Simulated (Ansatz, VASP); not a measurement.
# Te2As3: VASP beside Ansatz

```
CELL_PARAMETERS angstrom
5.14461 0.00000 0.00000
-2.57230 4.45536 0.00000
0.00000 0.00000 5.92589
ATOMIC_POSITIONS crystal
Te 0.33333 0.66667 0.23581
Te 0.66667 0.33333 0.76419
As 0.33333 0.66667 0.77265
As 0.66667 0.33333 0.22735
As 0.00000 0.00000 0.00000
```

Change from the starting cell: species swapped into the Si2Rh3 type (P-3m1, No. 164).

Alike in both runs: functional PBE; k mesh 6 × 6 × 4; occupations gaussian, width 0.1 eV; no spin polarisation.

Ansatz relaxed the structure, and its values are those at the end. VASP's run is a single point on that final structure, the one shown.

|  | VASP | Ansatz |
| --- | --- | --- |
| version | VASP 6.6.1 | Ansatz 0.2.0 |
| potentials or method | VASP PAW PBE potentials, release 64 (Te, As), cutoff 520 eV | scalar-relativistic, plane waves, PAW |
| valence electrons in the cell | 27 | 77 |

```csv
,VASP,Ansatz,Ansatz less VASP
gap on the k mesh at the Fermi level (eV),none,none,-
pressure (GPa),-0.2,-0.2,-0.01
rms of the force components (eV/Å),0.006,0.013,+0.0074
```

A gap of «none» marks a metal or a gap that the smearing closes. VASP's potentials hold 27 valence electrons a cell and Ansatz's 77, so a difference there can come from the potentials and not from the codes.

Neither program's run includes spin-orbit coupling.
